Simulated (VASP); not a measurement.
# Mg (I4/mmm) in VASP: a series of runs, part 2 of 2

VASP 6.6.1.

## (3) Single point, PBEsol

This run uses another cell than the first one, of 24.09 Å³/atom.

File INCAR:

```
PREC     = Accurate       # precision mode
ENCUT    = 520            # plane-wave cutoff, eV
EDIFF    = 1E-7           # SCF threshold, eV
ISMEAR   = 0              # smearing method
SIGMA    = 0.15           # smearing width, eV
LREAL    = F              # projectors in reciprocal space
LASPH    = T              # aspherical terms in the spheres
NELM     = 60             # most SCF steps
ALGO     = Fast           # electronic algorithm
ISIF     = 2              # what is computed and relaxed
LWAVE    = F              # write WAVECAR
LCHARG   = F              # write CHGCAR
GGA      = PS             # functional
NBANDS   = 7              # bands
```

File KPOINTS:

```
Automatic mesh
0
Gamma
  18 18 18
```

File POSCAR:

```
Mg
1.0
   -1.7794500000      1.7794500000      1.9018000000
    1.7794500000     -1.7794500000      1.9018000000
    1.7794500000      1.7794500000     -1.9018000000
Mg
1
Direct
    0.0000000000      0.0000000000      0.0000000000
```

Potentials or basis: VASP PAW PBE potentials, release 64 (Mg).

The run is started by

```bash
> cat potpaw_PBE.64/Mg/POTCAR > POTCAR
> mpirun -np 1 vasp_std > vasp.out
```

OUTCAR:

```text
PREC = Accurate
   ENCUT = 520
   EDIFF = 1E-7
   ISMEAR = 0
   LREAL = F
   LASPH = T
   NELM = 60
   ISIF = 2
   GGA = PS

 ion  position               nearest neighbor table
   1  0.000  0.000  0.000-

  LATTYP: Found a body centered tetragonal cell.
 ALAT       =     3.5589000000
 C/A-ratio  =     1.0687572003

  Lattice vectors:

 A1 = (  -1.7794500000,   1.7794500000,   1.9018000000)
 A2 = (   1.7794500000,  -1.7794500000,   1.9018000000)
 A3 = (   1.7794500000,   1.7794500000,  -1.9018000000)

Analysis of symmetry for initial positions (statically):
=====================================================================
 Subroutine PRICEL returns:
 Original cell was already a primitive cell.

 Routine SETGRP: Setting up the symmetry group for a
 body centered tetragonal supercell.

 Subroutine GETGRP returns: Found 16 space group operations
 (whereof 16 operations were pure point group operations)
 out of a pool of 16 trial point group operations.

The static configuration has the point symmetry D_4h.

Analysis of symmetry for dynamics (positions and initial velocities):
=====================================================================
 Subroutine PRICEL returns:
 Original cell was already a primitive cell.

 Routine SETGRP: Setting up the symmetry group for a
 body centered tetragonal supercell.

 Subroutine GETGRP returns: Found 16 space group operations
 (whereof 16 operations were pure point group operations)
 out of a pool of 16 trial point group operations.

The dynamic configuration has the point symmetry D_4h.

 Subroutine INISYM returns: Found 16 space group operations
 (whereof 16 operations are pure point group operations),
 and found     1 'primitive' translations

----------------------------------------------------------------------------------------

                                     Primitive cell

  volume of cell :      24.0878

  direct lattice vectors                    reciprocal lattice vectors
    -1.779450000  1.779450000  1.901800000     0.000000000  0.280985698  0.262908823
     1.779450000 -1.779450000  1.901800000     0.280985698  0.000000000  0.262908823
     1.779450000  1.779450000 -1.901800000     0.280985698  0.280985698  0.000000000

  length of vectors
     3.154318919  3.154318919  3.154318919     0.384803861  0.384803861  0.397373785

  position of ions in fractional coordinates (direct lattice)
     0.000000000  0.000000000  0.000000000

  ion indices of the primitive-cell ions
   primitive index   ion index
                 1           1

----------------------------------------------------------------------------------------

 KPOINTS: Automatic mesh

Automatic generation of k-mesh.
 Grid dimensions read from file:
 generate k-points for:   18   18   18

 Generating k-lattice:

  Cartesian coordinates                     Fractional coordinates (reciprocal lattice)
     0.000000000  0.015610317  0.014606046     0.055555556  0.000000000  0.000000000
     0.015610317  0.000000000  0.014606046     0.000000000  0.055555556  0.000000000
     0.015610317  0.015610317  0.000000000     0.000000000  0.000000000  0.055555556

  Length of vectors
     0.021377992  0.021377992  0.022076321

  Shift w.r.t. Gamma in fractional coordinates (k-lattice)
     0.000000000  0.000000000  0.000000000

 Subroutine IBZKPT returns following result:
 ===========================================

 Found    480 irreducible k-points:

 Following reciprocal coordinates:
            Coordinates               Weight
  0.000000  0.000000  0.000000      1.000000
  0.055556  0.000000 -0.000000      8.000000
  0.111111  0.000000 -0.000000      8.000000
  0.166667  0.000000  0.000000      8.000000
  0.222222  0.000000  0.000000      8.000000
  0.277778  0.000000 -0.000000      8.000000
[... 16 lines left out ...]
 -0.277778  0.055556  0.000000     16.000000
 -0.222222  0.055556  0.000000     16.000000
 [... further k-points ...]
   k-points           NKPTS =    480   k-points in BZ     NKDIM =    480   number of bands    NBANDS=      7
   number of dos      NEDOS =    301   number of ions     NIONS =      1
   total plane-waves  NPLWV =  13824
   dimension x,y,z NGX =    24 NGY =   24 NGZ =   24
   dimension x,y,z NGXF=    48 NGYF=   48 NGZF=   48
   ions per type =               1
   NGX,Y,Z   is equivalent  to a cutoff of  12.65, 12.65, 12.65 a.u.
   NGXF,Y,Z  is equivalent  to a cutoff of  25.30, 25.30, 25.30 a.u.
 SYSTEM =  unknown system
   PREC   = accura    normal or accurate (medium, high low for compatibility)
   ISTART =      0    job   : 0-new  1-cont  2-samecut
   ICHARG =      2    charge: 1-file 2-atom 10-const
   ISPIN  =      1    spin polarized calculation?
   LNONCOLLINEAR =      F non collinear calculations
   LSORBIT =      F    spin-orbit coupling
   LASPH  =      T    aspherical Exc in radial PAW
   ENCUT  =  520.0 eV  38.22 Ry    6.18 a.u.   5.86  5.86  5.86*2*pi/ulx,y,z
   NELM   =     60;   NELMIN=  2; NELMDL= -5     # of ELM steps
   EDIFF  = 0.1E-06   stopping-criterion for ELM
   LREAL  =      F    real-space projection
   EDIFFG = 0.1E-05   stopping-criterion for IOM
   NSW    =      0    number of steps for IOM
   IBRION =     -1    ionic relax: 0-MD 1-quasi-New 2-CG
   NFREE  =      0    steps in history (QN), initial steepest desc. (CG)
   ISIF   =      2    stress and relaxation
   ISYM   =      2    0-nonsym 1-usesym 2-fastsym
   POTIM  = 0.5000    time-step for ionic-motion
   TEBEG  =    0.0;   TEEND  =   0.0 temperature during run
   PSTRESS=    0.0 pullay stress
   NELECT =       2.0000    total number of electrons
   NUPDOWN=      -1.0000    fix difference up-down
   EMIN   =  10.00;   EMAX   =-10.00  energy-range for DOS
   EFERMI =   0.00;   METHOD = LEGACY
   ISMEAR =     0;   SIGMA  =   0.15  broadening in eV -4-tet -1-fermi 0-gaus
   EFERMI_NEDOS =   21; number of points for ismear=-14 and -15
   IALGO  =     68    algorithm
   IMIX   =      4    mixing-type and parameters
     AMIX     =   0.40;   BMIX     =  1.00
     AMIX_MAG =   1.60;   BMIX_MAG =  1.00
  volume/ion in A,a.u.               =      24.09       162.55
  Fermi-wavevector in a.u.,A,eV,Ry     =   0.714199  1.349641  6.940066  0.510080
  Thomas-Fermi vector in A             =   1.802036
   LORBIT       =      0    0 simple, 1 ext, 2 COOP (PROOUT), +10 PAW based schemes
   GGA     = PS    functional components
   LHFCALC =     F    Hartree Fock is set to
   AEXX    =    0.0000 exact exchange contribution
   IVDW    =     0    specifies the selected vdW correction
   LEPSILON=     F    determine dielectric tensor
   LRPA    =     F    only Hartree local field effects (RPA)
 non-spin polarized calculation
 RMM-DIIS sequential band-by-band and
 Gauss-broadening in eV      SIGMA  =   0.15
  energy-cutoff  :      520.00
  volume of cell :       24.09
 maximum number of plane-waves:       665
   NGX = 11   NGY = 11   NGZ = 11

 number of electron       2.0000000 magnetization

 Free energy of the ion-electron system (eV)
  ---------------------------------------------------
  ext. energy  EPLUGINS =         0.00000000
  ---------------------------------------------------
  free energy    TOTEN  =        -1.68666360 eV

  energy without entropy =       -1.68175107  energy(sigma->0) =       -1.68420733

 E-fermi :   2.3718     XC(G=0):  -8.3871

 val. band max:        2.3704079878   @ k =  -0.1667  -0.4444   0.1111
 cond. band min:       2.3760735083   @ k =  -0.3333  -0.4444   0.2222
 fundamental gap:      0.0056655205
 Fermi energy:         2.3717962309

 k-point     1 :       0.0000    0.0000    0.0000
  band No.  band energies     occupation
      1      -4.3736      2.00000
      2      14.6783      0.00000
      3      14.6783      0.00000
      4      15.9123      0.00000
      5      16.3387      0.00000
      6      16.4632      0.00000
      7      16.7813      0.00000
[... 221 lines left out ...]
 k-point    24 :      -0.2222    0.0556    0.0000
  band No.  band energies     occupation
      1      -3.4627      2.00000
      2       9.2968      0.00000
      3      12.4126      0.00000
      4      12.8467      0.00000
      5      15.1454      0.00000
      6      15.2495      0.00000
      7      16.8503      0.00000

 [... further k-points ...]

------------------------ aborting loop because EDIFF is reached ----------------------------------------

  FORCE on cell =-STRESS in cart. coord.  units (eV):
  Direction    XX          YY          ZZ          XY          YZ          ZX
  --------------------------------------------------------------------------------------
  -------------------------------------------------------------------------------------
  Total       -0.3574015     -0.3574015     -0.3025271      0.0000000      0.0000000      0.0000000
  in kB      -23.7722641    -23.7722641    -20.1223398      0.0000000      0.0000000      0.0000000
  external PRESSURE =     -22.5556227 kB  Pullay stress =       0.0000000 kB

 VOLUME and BASIS-vectors are now :
 -----------------------------------------------------------------------------
  energy-cutoff  :      520.00
  volume of cell :       24.09
      direct lattice vectors                 reciprocal lattice vectors
    -1.779450000  1.779450000  1.901800000     0.000000000  0.280985698  0.262908823
     1.779450000 -1.779450000  1.901800000     0.280985698  0.000000000  0.262908823
     1.779450000  1.779450000 -1.901800000     0.280985698  0.280985698  0.000000000

 POSITION                                       TOTAL-FORCE (eV/Angst)
 -----------------------------------------------------------------------------------
      0.00000      0.00000      0.00000         0.000000      0.000000      0.000000
 -----------------------------------------------------------------------------------
    total drift:                                0.000000      0.000000      0.000000

  FREE ENERGIE OF THE ION-ELECTRON SYSTEM (eV)
  ---------------------------------------------------
  free  energy   TOTEN  =        -1.6866635988 eV

  energy  without entropy=       -1.6817510661  energy(sigma->0) =       -1.68420733
```

It took 14 s on 1 thread of Intel Xeon 6975P-C (Granite Rapids), shared host; peak memory 0.2 GiB.

What came out:

```
Free energy            : -1.6867 eV
Pressure               : -2.3 GPa
Band gap on the k mesh : zero (bands 1 and 2 overlap by 3.89 eV)
```

Caveat: the PAW data sets were made with another functional, which shifts forces and pressure a little.

## (4) Single point, PBEsol

This run uses another cell than the first one, of 17.16 Å³/atom.

File INCAR:

```
PREC     = Accurate       # precision mode
ENCUT    = 520            # plane-wave cutoff, eV
EDIFF    = 1E-6           # SCF threshold, eV
ISMEAR   = 0              # smearing method
SIGMA    = 0.15           # smearing width, eV
LREAL    = False          # projectors in reciprocal space
LASPH    = True           # aspherical terms in the spheres
NELM     = 60             # most SCF steps
ALGO     = Fast           # electronic algorithm
ISIF     = 2              # what is computed and relaxed
LWAVE    = False          # write WAVECAR
LCHARG   = True           # write CHGCAR
GGA      = PS             # functional
LELF     = True           # ELF
LVHAR    = True         
NBANDS   = 7              # bands
```

File KPOINTS:

```
regular mesh
0
Gamma
  18 18 18
```

File POSCAR:

```
Mg
1.0
   -1.6944000000      1.6944000000      1.4943000000
    1.6944000000     -1.6944000000      1.4943000000
    1.6944000000      1.6944000000     -1.4943000000
Mg
1
Direct
    0.0000000000      0.0000000000      0.0000000000
```

The run is started by

```bash
> cat potpaw_PBE.64/Mg/POTCAR > POTCAR
> mpirun -np 1 vasp_std > vasp.out
```

Wall time 32 s (1 thread of Intel Xeon Platinum 8259CL at 2.50GHz (Skylake/Cascade Lake), shared host); peak memory 0.19 GiB.

It converged, with:

| Property | Result |
| --- | --- |
| Free energy | -1.4599 eV |
| Pressure | 17.4 GPa |
| Band gap on the k mesh | zero (bands 1 and 2 overlap by 4.84 eV) |

Stress tensor (GPa, compression positive):
```
16.22  0.00  0.00
 0.00 16.22  0.00
 0.00  0.00 19.78
```

Levels at points of the mesh, in eV from the Fermi level:
| k point | band 1 | band 2 | band 3 | band 4 | band 5 |
| --- | --- | --- | --- | --- | --- |
| (0.00, 0.00, 0.00) | -8.31 | 13.15 | 15.82 | 16.36 | 16.36 |
| (0.50, 0.00, 0.00) | -1.64 | -0.52 | 8.92 | 11.09 | 11.46 |
| (0.50, 0.50, 0.00) | -2.38 | -1.52 | 11.71 | 13.89 | 14.30 |
| (0.50, 0.50, 0.50) | 3.31 | 3.68 | 3.68 | 4.45 | 7.47 |

Caveat: the cell stands under pressure; the PAW data sets were made with another functional, which shifts forces and pressure a little.

## (5) Single point, PBEsol

This run uses another cell than the first one, of 18.03 Å³/atom.

File INCAR:

```
SYSTEM = Mg
ALGO = Fast
EDIFF = 1E-6
ENCUT = 520
GGA = PS
ISIF = 2
ISMEAR = 0
LASPH = .True.
LCHARG = .False.
LREAL = .False.
LWAVE = .False.
NBANDS = 7
NELM = 80
PREC = Accurate
SIGMA = 0.15
```

File KPOINTS:

```
k-points
0
Gamma
  18 18 18
  0 0 0
```

File POSCAR:

```
Mg
1.0
   -1.7369500000      1.7369500000      1.4943000000
    1.7369500000     -1.7369500000      1.4943000000
    1.7369500000      1.7369500000     -1.4943000000
Mg
1
Direct
    0.0000000000      0.0000000000      0.0000000000
```

Potentials or basis: VASP PAW PBE potentials, release 64 (Mg).

The run is started by

```bash
> cat potpaw_PBE.64/Mg/POTCAR > POTCAR
> mpirun -np 1 vasp_std > vasp.out
```

OUTCAR:

```text
SYSTEM = Mg
   EDIFF = 1E-6
   ENCUT = 520
   GGA = PS
   ISIF = 2
   ISMEAR = 0
   LASPH = .True.
   LREAL = .False.
   NELM = 80
   PREC = Accurate

 ion  position               nearest neighbor table
   1  0.000  0.000  0.000-

  LATTYP: Found a body centered tetragonal cell.
 ALAT       =     3.4739000000
 C/A-ratio  =     0.8603011025

  Lattice vectors:

 A1 = (  -1.7369500000,   1.7369500000,   1.4943000000)
[... 419 lines left out ...]
      4      16.8147      0.00000
      5      17.6208      0.00000
      6      20.9976      0.00000
      7      23.0148      0.00000

 [... further k-points ...]

------------------------ aborting loop because EDIFF is reached ----------------------------------------

  FORCE on cell =-STRESS in cart. coord.  units (eV):
  Direction    XX          YY          ZZ          XY          YZ          ZX
  --------------------------------------------------------------------------------------
  -------------------------------------------------------------------------------------
  Total        1.3108728      1.3108728      1.8115050      0.0000000      0.0000000      0.0000000
  in kB      116.4658831    116.4658831    160.9450810      0.0000000      0.0000000      0.0000000
  external PRESSURE =     131.2922824 kB  Pullay stress =       0.0000000 kB

 VOLUME and BASIS-vectors are now :
 -----------------------------------------------------------------------------
  energy-cutoff  :      520.00
  volume of cell :       18.03
      direct lattice vectors                 reciprocal lattice vectors
    -1.736950000  1.736950000  1.494300000     0.000000000  0.287860906  0.334604832
     1.736950000 -1.736950000  1.494300000     0.287860906  0.000000000  0.334604832
     1.736950000  1.736950000 -1.494300000     0.287860906  0.287860906  0.000000000

 POSITION                                       TOTAL-FORCE (eV/Angst)
 -----------------------------------------------------------------------------------
      0.00000      0.00000      0.00000        -0.000000      0.000000     -0.000000
 -----------------------------------------------------------------------------------
    total drift:                                0.000000     -0.000000     -0.000000

  FREE ENERGIE OF THE ION-ELECTRON SYSTEM (eV)
  ---------------------------------------------------
  free  energy   TOTEN  =        -1.5354662769 eV

  energy  without entropy=       -1.5319733998  energy(sigma->0) =       -1.53371984
```

OSZICAR:

```text
N       E                     dE             d eps       ncg     rms          rms(c)
DAV:   1    -0.727145521459E+00   -0.72715E+00   -0.90226E+02  7469   0.205E+02
DAV:   2    -0.154681071897E+01   -0.81967E+00   -0.77626E+00  9135   0.126E+01
DAV:   3    -0.154954273221E+01   -0.27320E-02   -0.27313E-02  8316   0.826E-01
DAV:   4    -0.154954800422E+01   -0.52720E-05   -0.52717E-05  9478   0.257E-02
DAV:   5    -0.154954802270E+01   -0.18475E-07   -0.18235E-07  8505   0.100E-03    0.666E-01
RMM:   6    -0.154153395641E+01    0.80141E-02   -0.93378E-05  6723   0.684E-02    0.422E-01
RMM:   7    -0.153547792701E+01    0.60560E-02   -0.41648E-04  7364   0.130E-01    0.199E-02
RMM:   8    -0.153546683359E+01    0.11093E-04   -0.21465E-05  7256   0.291E-02    0.451E-03
RMM:   9    -0.153546627689E+01    0.55670E-06   -0.13189E-06  7326   0.672E-03
   1 F= -.15354663E+01 E0= -.15337198E+01  d E =-.349288E-02
```

It took 29 s on 1 thread of Intel Xeon Platinum 8259CL at 2.50GHz (Skylake/Cascade Lake), shared host; peak memory 0.19 GiB.

Results:

```
Free energy            : -1.5355 eV
Pressure               : 13.1 GPa
Band gap on the k mesh : zero (bands 1 and 2 overlap by 5.06 eV)
```

Stress tensor (GPa, compression positive):
```
11.65  0.00  0.00
 0.00 11.65  0.00
 0.00  0.00 16.09
```

Caveat: the cell stands under pressure; the PAW data sets were made with another functional, which shifts forces and pressure a little.

## (6) Single point, PBEsol

This run uses another cell than the first one, of 17.94 Å³/atom.

File INCAR:

```
SYSTEM = Mg
  ALGO = Normal
  EDIFF = 1E-6
  ENCUT = 520
  GGA = PS
  ISIF = 2
  ISMEAR = 0
  LASPH = .True.
  LCHARG = .True.
  LELF = .True.
  LREAL = .False.
  LVHAR = .True.
  LWAVE = .False.
  NBANDS = 7
  NELM = 60
  PREC = Accurate
  SIGMA = 0.15
```

KPOINTS is that of step 5.

File POSCAR:

```
Mg
1.0
   -1.6944000000      1.6944000000      1.5622000000
    1.6944000000     -1.6944000000      1.5622000000
    1.6944000000      1.6944000000     -1.5622000000
Mg
1
Direct
    0.0000000000      0.0000000000      0.0000000000
```

Potentials or basis: VASP PAW PBE potentials, release 64 (Mg).

The run is started by

```bash
> cat potpaw_PBE.64/Mg/POTCAR > POTCAR
> mpirun -np 1 vasp_std > vasp.out
```

Wall time 34 s (1 thread of Intel Xeon Platinum 8259CL at 2.50GHz (Skylake/Cascade Lake), shared host); peak memory 0.19 GiB.

It converged, with:

| Item | Value |
| --- | --- |
| Free energy | -1.5420 eV |
| Pressure | 13.1 GPa |
| Band gap on the k mesh | zero (bands 1 and 2 overlap by 4.87 eV) |

Stress tensor (GPa, compression positive):
```
12.52  0.00  0.00
 0.00 12.52  0.00
 0.00  0.00 14.25
```

Levels at points of the mesh, in eV from the Fermi level:
```tsv
k point	band 1	band 2	band 3	band 4	band 5	band 6
(0.00, 0.00, 0.00)	-8.08	13.53	15.50	15.50	16.02	17.18
(0.50, 0.00, 0.00)	-1.68	-0.65	9.03	10.94	11.40	13.60
(0.50, 0.50, 0.00)	-2.13	-1.28	10.74	12.65	13.18	14.05
(0.50, 0.50, 0.50)	3.59	3.95	3.95	4.37	6.28	10.69
```

Caveat: the cell stands under pressure; the PAW data sets were made with another functional, which shifts forces and pressure a little.

## (7) The runs side by side

| cell | gap on the mesh (eV) | pressure (GPa) |
| --- | --- | --- |
| a = 3.136 Å, angles 107.0, 107.0, 114.4°, 1 atom | none | -1.6 |
| a = 3.154 Å, angles 111.3, 111.3, 105.8°, 1 atom | none | -2.3 |
| a = 2.824 Å, angles 106.3, 106.3, 116.1°, 1 atom | none | 17.4 |
| a = 2.875 Å, angles 105.7, 105.7, 117.4°, 1 atom | none | 13.1 |
| a = 2.860 Å, angles 107.4, 107.4, 113.8°, 1 atom | none | 13.1 |

Alike in all rows: task single point; level PBEsol; potentials or basis VASP PAW PBE potentials, release 64 (Mg); no spin polarisation; k mesh 18 × 18 × 18; cutoff (eV) 520; smearing gaussian 0.15 eV.

Caveats: the PAW data sets were made with another functional, which shifts forces and pressure a little; the cell stands under pressure (at least some runs).

Absolute energies hang on the potentials; compare differences alone.
